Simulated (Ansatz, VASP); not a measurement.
# NbSn2Te3: VASP beside Ansatz

INCAR

```
ALGO     = Normal         # electronic algorithm
EDIFF    = 1E-6           # SCF threshold, eV
ENCUT    = 520            # plane-wave cutoff, eV
GGA      = PE             # functional
ISIF     = 2              # what is computed and relaxed
ISMEAR   = 0              # smearing method
LASPH    = True           # aspherical terms in the spheres
LCHARG   = False          # write CHGCAR
LREAL    = False          # projectors in reciprocal space
LWAVE    = False          # write WAVECAR
NBANDS   = 38             # bands
NELM     = 100            # most SCF steps
PREC     = Accurate       # precision mode
SIGMA    = 0.1            # smearing width, eV
```

KPOINTS

```
k-points
0
Gamma
  12 12 4
```

POSCAR

```
NbSn2Te3
1.0
    3.7909765844      0.0000000000      0.0000000000
   -1.8954882922      3.2830820272      0.0000000000
    0.0000000000      0.0000000000     14.0493763955
Nb Sn Te
1 2 3
Direct
    0.0000000000      0.0000000000      0.0000000000
    0.3333333333      0.6666666667      0.3451516428
    0.6666666667      0.3333333333      0.6548483572
    0.3333333333      0.6666666667      0.8717571722
    0.6666666667      0.3333333333      0.1282428278
    0.0000000000      0.0000000000      0.5000000000
```

Input for Ansatz:

```yaml
crystal:
  lattice:
    - [3.7909765844, 0.0, 0.0]
    - [-1.8954882922, 3.2830820272, 0.0]
    - [0.0, 0.0, 14.0493763955]
  atoms:
    - { symbol: Nb, position: [0.0, 0.0, 0.0] }
    - { symbol: Sn, position: [0.3333333333, 0.6666666667, 0.3451516428] }
    - { symbol: Sn, position: [0.6666666667, 0.3333333333, 0.6548483572] }
    - { symbol: Te, position: [0.3333333333, 0.6666666667, 0.8717571722] }
    - { symbol: Te, position: [0.6666666667, 0.3333333333, 0.1282428278] }
    - { symbol: Te, position: [0.0, 0.0, 0.5] }
basis:
  ecutwfc: 420
kpoints:
  mp_grid: { grid: [12, 12, 4] }
  band_path:
    path:
      - [[0.0, 0.0, 0.0], [0.5, 0.0, 0.0], [0.33333333, 0.33333333, 0.0], [0.0, 0.0, 0.0], [0.0, 0.0, 0.5], [0.5, 0.0, 0.5], [0.33333333, 0.33333333, 0.5], [0.0, 0.0, 0.5]]
      - [[0.5, 0.0, 0.5], [0.5, 0.0, 0.0]]
      - [[0.33333333, 0.33333333, 0.5], [0.33333333, 0.33333333, 0.0]]
    npoints: 14
hamiltonian:
  xc: pbe
scf:
  occupations: { method: gaussian, width: 0.1 }
  n_extra_bands: 15
output:
  forces: true
  stress: true
  eigenvalues: true
  populations: true
  dos: { projected: true, de: 0.02, nscf_kmesh: { grid: [15, 15, 5] } }
  bader: true
  write_density: true
  write_potential: true
  elf: true
  volumetric_format: npy
```

Alike in both runs: task single point; functional PBE; k mesh 12 × 12 × 4; occupations gaussian, width 0.1 eV; no spin polarisation.

|  | VASP | Ansatz |
| --- | --- | --- |
| version | VASP 6.6.1 | Ansatz 0.2.0 |
| potentials or method | VASP PAW PBE potentials, release 64 (Nb_sv, Sn_d, Te), cutoff 520 eV | scalar-relativistic, plane waves, PAW |
| valence electrons in the cell | 59 | 89 |

|  | VASP | Ansatz | Ansatz less VASP |
| --- | --- | --- | --- |
| gap on the k mesh at the Fermi level (eV) | none | none | - |
| pressure (GPa) | -0.1 | 0.0 | +0.07 |
| rms of the force components (eV/Å) | 0.004 | 0.001 | -0.0030 |

Atom by atom the forces differ by 0.003 eV/Å (rms over components). A gap of «none» marks a metal or a gap that the smearing closes. The functional is the same, so the differences come from potentials, cutoffs and numerics. VASP's potentials hold 59 valence electrons a cell and Ansatz's 89, so a difference there can come from the potentials and not from the codes.

Neither program's run includes spin-orbit coupling.
